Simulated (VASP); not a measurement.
# TiN (Fm-3m) in VASP: notebook, part 3 of 3

VASP 6.6.1.

### Step 5. Electric field gradients, PBEsol

This run uses another cell than the first one, of 9.56 Å³/atom, 1.064 times its volume.

INCAR reads:

```
SYSTEM = TiN
ALGO = Normal
EDIFF = 1E-8
ENCUT = 520
GGA = PS
ISIF = 2
ISMEAR = -1
LASPH = .TRUE.
LCHARG = .FALSE.
LEFG = .TRUE.
LREAL = .FALSE.
LWAVE = .FALSE.
NBANDS = 16
NELM = 100
PREC = Accurate
SIGMA = 0.05
```

KPOINTS reads:

```
k-points
0
G
  17 17 17
  0 0 0
```

POSCAR reads:

```
TiN
1.0
    0.0000000000      2.1220000000      2.1220000000
    2.1220000000      0.0000000000      2.1220000000
    2.1220000000      2.1220000000      0.0000000000
Ti N
1 1
Direct
    0.0000000000      0.0000000000      0.0000000000
    0.5000000000      0.5000000000      0.5000000000
```

Potentials or basis: VASP PAW PBE potentials, release 64 (Ti_sv, N).

On the command line:

```console
$ cat potpaw_PBE.64/Ti_sv/POTCAR potpaw_PBE.64/N/POTCAR > POTCAR
$ mpirun -np 1 vasp_std > vasp.out
```

OUTCAR:

```text
SYSTEM = TiN
   EDIFF = 1E-8
   ENCUT = 520
   GGA = PS
   ISIF = 2
   ISMEAR = -1
   LASPH = .TRUE.
   LREAL = .FALSE.
   NELM = 100
   PREC = Accurate

 ion  position               nearest neighbor table
   1  0.000  0.000  0.000-   2 2.12   2 2.12   2 2.12   2 2.12   2 2.12   2 2.12
   2  0.500  0.500  0.500-   1 2.12   1 2.12   1 2.12   1 2.12   1 2.12   1 2.12

  LATTYP: Found a face centered cubic cell.
 ALAT       =     4.2440000000

  Lattice vectors:

 A1 = (   0.0000000000,   2.1220000000,   2.1220000000)
 A2 = (   2.1220000000,   0.0000000000,   2.1220000000)
 A3 = (   2.1220000000,   2.1220000000,   0.0000000000)

Analysis of symmetry for initial positions (statically):
=====================================================================
 Subroutine PRICEL returns:
 Original cell was already a primitive cell.

 Routine SETGRP: Setting up the symmetry group for a
 face centered cubic supercell.

 Subroutine GETGRP returns: Found 48 space group operations
 (whereof 48 operations were pure point group operations)
 out of a pool of 48 trial point group operations.

The static configuration has the point symmetry O_h .

Analysis of symmetry for dynamics (positions and initial velocities):
=====================================================================
 Subroutine PRICEL returns:
 Original cell was already a primitive cell.

 Routine SETGRP: Setting up the symmetry group for a
 face centered cubic supercell.

 Subroutine GETGRP returns: Found 48 space group operations
 (whereof 48 operations were pure point group operations)
 out of a pool of 48 trial point group operations.

The dynamic configuration has the point symmetry O_h .

 Subroutine INISYM returns: Found 48 space group operations
 (whereof 48 operations are pure point group operations),
 and found     1 'primitive' translations

----------------------------------------------------------------------------------------

                                     Primitive cell

  volume of cell :      19.1102

  direct lattice vectors                    reciprocal lattice vectors
     0.000000000  2.122000000  2.122000000    -0.235626767  0.235626767  0.235626767
     2.122000000  0.000000000  2.122000000     0.235626767 -0.235626767  0.235626767
     2.122000000  2.122000000  0.000000000     0.235626767  0.235626767 -0.235626767

  length of vectors
     3.000961179  3.000961179  3.000961179     0.408117532  0.408117532  0.408117532

  position of ions in fractional coordinates (direct lattice)
     0.000000000  0.000000000  0.000000000
     0.500000000  0.500000000  0.500000000

  ion indices of the primitive-cell ions
   primitive index   ion index
                 1           1
                 2           2

----------------------------------------------------------------------------------------

 KPOINTS: k-points

Automatic generation of k-mesh.
[... 71 lines left out ...]
   NFREE  =      0    steps in history (QN), initial steepest desc. (CG)
   ISIF   =      2    stress and relaxation
   ISYM   =      2    0-nonsym 1-usesym 2-fastsym
   POTIM  = 0.5000    time-step for ionic-motion
   TEBEG  =    0.0;   TEEND  =   0.0 temperature during run
   PSTRESS=    0.0 pullay stress
   NELECT =      17.0000    total number of electrons
   NUPDOWN=      -1.0000    fix difference up-down
   EMIN   =  10.00;   EMAX   =-10.00  energy-range for DOS
   EFERMI =   0.00;   METHOD = LEGACY
   ISMEAR =    -1;   SIGMA  =   0.05  broadening in eV -4-tet -1-fermi 0-gaus
   EFERMI_NEDOS =   21; number of points for ismear=-14 and -15
   IALGO  =     38    algorithm
   IMIX   =      4    mixing-type and parameters
     AMIX     =   0.40;   BMIX     =  1.00
     AMIX_MAG =   1.60;   BMIX_MAG =  1.00
  volume/ion in A,a.u.               =       9.56        64.48
  Fermi-wavevector in a.u.,A,eV,Ry     =   1.574475  2.975326 33.728454  2.478971
  Thomas-Fermi vector in A             =   2.675604
   LORBIT       =      0    0 simple, 1 ext, 2 COOP (PROOUT), +10 PAW based schemes
   GGA     = PS    functional components
   LHFCALC =     F    Hartree Fock is set to
   AEXX    =    0.0000 exact exchange contribution
   IVDW    =     0    specifies the selected vdW correction
   LEPSILON=     F    determine dielectric tensor
   LRPA    =     F    only Hartree local field effects (RPA)
 non-spin polarized calculation
  energy-cutoff  :      520.00
  volume of cell :       19.11
 maximum number of plane-waves:       534
   NGX = 11   NGY = 11   NGZ = 11

 number of electron      17.0000002 magnetization

 Free energy of the ion-electron system (eV)
  ---------------------------------------------------
  ext. energy  EPLUGINS =         0.00000000
  ---------------------------------------------------
  free energy    TOTEN  =       -20.77250624 eV

  energy without entropy =      -20.76582217  energy(sigma->0) =      -20.76916420

 E-fermi :  11.2824     XC(G=0): -13.2135

 val. band max:       11.2529393337   @ k =   0.1176   0.0588   0.0000
 cond. band min:      11.2835551020   @ k =  -0.1176   0.0588   0.0000
 fundamental gap:      0.0306157682
 Fermi energy:        11.2823992023

 k-point     1 :       0.0000    0.0000    0.0000
  band No.  band energies     occupation
      1     -46.3244      2.00000
      2     -22.4050      2.00000
      3     -22.4050      2.00000
      4     -22.4050      2.00000
      5      -5.7418      2.00000
      6       9.2726      2.00000
[... 433 lines left out ...]
      3     -22.4329      2.00000
      4     -22.4092      2.00000
      5      -5.3286      2.00000
      6       7.4484      2.00000
[... 8 lines left out ...]
     15      24.5100      0.00000
     16      29.6397      0.00000

 [... further k-points ...]

------------------------ aborting loop because EDIFF is reached ----------------------------------------

  FORCE on cell =-STRESS in cart. coord.  units (eV):
  Direction    XX          YY          ZZ          XY          YZ          ZX
  --------------------------------------------------------------------------------------
  -------------------------------------------------------------------------------------
  Total       -0.9017891     -0.9017891     -0.9017891     -0.0000000     -0.0000000      0.0000000
  in kB      -75.6048082    -75.6048082    -75.6048082     -0.0000000     -0.0000000      0.0000000
  external PRESSURE =     -75.6048082 kB  Pullay stress =       0.0000000 kB

 VOLUME and BASIS-vectors are now :
 -----------------------------------------------------------------------------
  energy-cutoff  :      520.00
  volume of cell :       19.11
      direct lattice vectors                 reciprocal lattice vectors
     0.000000000  2.122000000  2.122000000    -0.235626767  0.235626767  0.235626767
     2.122000000  0.000000000  2.122000000     0.235626767 -0.235626767  0.235626767
     2.122000000  2.122000000  0.000000000     0.235626767  0.235626767 -0.235626767

 POSITION                                       TOTAL-FORCE (eV/Angst)
 -----------------------------------------------------------------------------------
      0.00000      0.00000      0.00000        -0.000000      0.000000     -0.000000
      2.12200      2.12200      2.12200         0.000000     -0.000000      0.000000
 -----------------------------------------------------------------------------------
    total drift:                                0.000000     -0.000000     -0.000000

  FREE ENERGIE OF THE ION-ELECTRON SYSTEM (eV)
  ---------------------------------------------------
  free  energy   TOTEN  =       -20.7725062361 eV

  energy  without entropy=      -20.7658221708  energy(sigma->0) =      -20.76916420

 Electric field gradients (V/A^2)
---------------------------------------------------------------------
 ion       V_xx      V_yy      V_zz      V_xy      V_xz      V_yz
---------------------------------------------------------------------
   1       0.000     0.000     0.000     0.001     0.001     0.001
   2       0.000     0.000     0.000    -0.001    -0.001    -0.001
---------------------------------------------------------------------

 Electric field gradients after diagonalization (V/A^2)
 (convention: |V_zz| > |V_xx| > |V_yy|)
----------------------------------------------------------------------
 ion       V_xx      V_yy      V_zz     asymmetry (V_yy - V_xx)/ V_zz
----------------------------------------------------------------------
   1      -0.001    -0.001     0.002       0.000
   2       0.001     0.001    -0.001       0.000
----------------------------------------------------------------------

           NMR quadrupolar parameters

 Cq : quadrupolar parameter    Cq=e*Q*V_zz/h
 eta: asymmetry parameters     (V_yy - V_xx)/ V_zz
 Q  : nuclear electric quadrupole moment in mb (millibarn)
----------------------------------------------------------------------
 ion       Cq(MHz)       eta       Q (mb)
----------------------------------------------------------------------
   1       0.000       0.000       1.000
   2      -0.000       0.000       1.000
----------------------------------------------------------------------
```

OSZICAR:

```text
N       E                     dE             d eps       ncg     rms          rms(c)
DAV:   1     0.131549250900E+03    0.13155E+03   -0.82503E+03  5288   0.126E+03
DAV:   2    -0.178682362359E+02   -0.14942E+03   -0.14030E+03  5760   0.345E+02
DAV:   3    -0.255546804153E+02   -0.76864E+01   -0.76057E+01  6752   0.813E+01
DAV:   4    -0.257452887506E+02   -0.19061E+00   -0.19041E+00  6424   0.120E+01
DAV:   5    -0.257492660666E+02   -0.39773E-02   -0.39773E-02  6224   0.159E+00    0.183E+01
DAV:   6    -0.211667634666E+02    0.45825E+01   -0.12435E+01  6944   0.531E+01    0.686E+00
DAV:   7    -0.208224002683E+02    0.34436E+00   -0.15326E+00  6296   0.153E+01    0.495E+00
DAV:   8    -0.210483757390E+02   -0.22598E+00   -0.11555E+00  7008   0.156E+01    0.636E+00
DAV:   9    -0.207796531529E+02    0.26872E+00   -0.39460E-01  5960   0.970E+00    0.133E+00
DAV:  10    -0.207748916685E+02    0.47615E-02   -0.41898E-02  6376   0.230E+00    0.407E-01
DAV:  11    -0.207726065887E+02    0.22851E-02   -0.53083E-03  6024   0.634E-01    0.179E-01
DAV:  12    -0.207725697981E+02    0.36791E-04   -0.38244E-04  6496   0.191E-01    0.876E-02
DAV:  13    -0.207725145832E+02    0.55215E-04   -0.22238E-04  6360   0.228E-01    0.191E-02
DAV:  14    -0.207725063747E+02    0.82085E-05   -0.14521E-05  6328   0.518E-02    0.725E-03
DAV:  15    -0.207725063015E+02    0.73249E-07   -0.19744E-06  6592   0.111E-02    0.617E-03
DAV:  16    -0.207725062313E+02    0.70126E-07   -0.21706E-07  7048   0.547E-03    0.939E-04
DAV:  17    -0.207725062361E+02   -0.47914E-08   -0.83800E-09  4232   0.102E-03
   1 F= -.20772506E+02 E0= -.20769164E+02  d E =-.668407E-02
```

stdout:

```text
POSCAR found type information on POSCAR TiN
 POSCAR found :  2 types and       2 ions
 scaLAPACK will be used
 -----------------------------------------------------------------------------
|                                                                             |
|                                                                             |
|     You enforced a specific xc type in the INCAR file but a different       |
|     I HOPE YOU KNOW WHAT YOU ARE DOING!                                     |
|                                                                             |
 -----------------------------------------------------------------------------

 LDA part: xc-table for (Slater+PW92), standard interpolation
 POSCAR, INCAR and KPOINTS ok, starting setup
 FFT: planning ... GRIDC
 FFT: planning ... GRID_SOFT
 FFT: planning ... GRID
 WAVECAR not read
 entering main loop
ion   1

ion   2
```

Wall time 39 s (1 thread of AMD EPYC 9R45 (Zen 5), shared host); peak memory 0.14 GiB.

Results:

```
Free energy : -20.7725 eV
Pressure    : -7.6 GPa
```

Caveat: without QUAD_EFG the Cq values of the log hold for a quadrupole moment of 1 mb, not for the nuclei; the PAW data sets were made with another functional, which shifts forces and pressure a little.

### Step 6. Summary

```csv
cell,gap on the mesh (eV),pressure (GPa)
"a = 2.940 Å, angles 60.0°, 2 atoms",none,11.3
"a = 2.960 Å, angles 60.0°, 2 atoms",none,4.3
"a = 2.981 Å, angles 60.0°, 2 atoms",none,-1.9
"a = 3.001 Å, angles 60.0°, 2 atoms",none,-7.6
```

Alike in all rows: task electric field gradients; level PBEsol; potentials or basis VASP PAW PBE potentials, release 64 (Ti_sv, N); no spin polarisation; k mesh 17 × 17 × 17; cutoff (eV) 520; smearing fermi-dirac 0.05 eV.

Caveats: the PAW data sets were made with another functional, which shifts forces and pressure a little.

Total energies depend on the potentials used, so only differences within one code and one set of settings carry meaning.
